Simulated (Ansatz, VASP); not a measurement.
**One calculation of LiBe, two programs**

Contents of INCAR:

```
SYSTEM = LiBe
PREC     = Accurate       ! precision mode
ENCUT    = 600            ! plane-wave cutoff, eV
EDIFF    = 1E-7           ! SCF threshold, eV
ISMEAR   = 0              ! smearing method
SIGMA    = 0.1            ! smearing width, eV
LREAL    = .FALSE.        ! projectors in reciprocal space
LASPH    = .TRUE.         ! aspherical terms in the spheres
NELM     = 60             ! most SCF steps
ALGO     = Normal         ! electronic algorithm
ISIF     = 3              ! what is computed and relaxed
LWAVE    = .FALSE.        ! write WAVECAR
LCHARG   = .FALSE.        ! write CHGCAR
GGA      = PE             ! functional
IBRION   = 2              ! ionic algorithm
NSW      = 90             ! ionic steps
EDIFFG   = -0.04          ! ionic threshold
```

Contents of KPOINTS:

```
regular mesh
0
G
  6 6 6
  0 0 0
```

POSCAR

```
LiBe
1.0
    0.0000000000      2.2851105300      2.2851105300
    2.2851105300      0.0000000000      2.2851105300
    2.2851105300      2.2851105300      0.0000000000
Li Be
1 1
Direct
    0.7500000000      0.7500000000      0.7500000000
    0.0000000000      0.0000000000      0.0000000000
```

Input for Ansatz:

```yaml
crystal:
  lattice:
    - [0.0, 2.28511053, 2.28511053]
    - [2.28511053, 0.0, 2.28511053]
    - [2.28511053, 2.28511053, 0.0]
  atoms:
    - { symbol: Li, position: [0.75, 0.75, 0.75] }
    - { symbol: Be, position: [0.0, 0.0, 0.0] }
basis:
  ecutwfc: 420
kpoints:
  mp_grid: { grid: [6, 6, 6] }
hamiltonian:
  xc: pbe
scf:
  occupations: { method: gaussian, width: 0.1 }
  lower_state_search: "off"
output:
  forces: true
  stress: true
  eigenvalues: true
relax:
  adjacent_minimum: "off"
  f_tol: 0.04
  max_steps: 70
  cell: { stress_tol: 0.4 }
```

Alike in both runs: task relaxation of cell and atoms; functional PBE; k mesh 6 × 6 × 6; occupations gaussian, width 0.1 eV; no spin polarisation.

|  | VASP | Ansatz |
| --- | --- | --- |
| version | VASP 6.6.1 | Ansatz 0.2.0 |
| potentials or method | VASP PAW PBE potentials, release 64 (Li_sv, Be), cutoff 600 eV | scalar-relativistic, plane waves, PAW |
| valence electrons in the cell | 5 | 5 |

```tsv
	VASP	Ansatz	Ansatz less VASP
gap on the k mesh at the Fermi level, each at its own relaxed structure (eV)	none	none	-
relaxed volume (Å³/atom)	19.67	20.64	+0.974
relaxed length of the cell vector where the two differ most in proportion (Å)	3.817	3.879	+0.0620
```

A gap of «none» marks a metal or a gap that the smearing closes.

The k mesh is coarse, so the values compare programs but aren't converged. Noted on VASP's run: the cutoff is under 1.25 times that of the potentials, so the pressure is a little rough; the volume moved by over 15 % at a fixed basis, so the end points are rough.
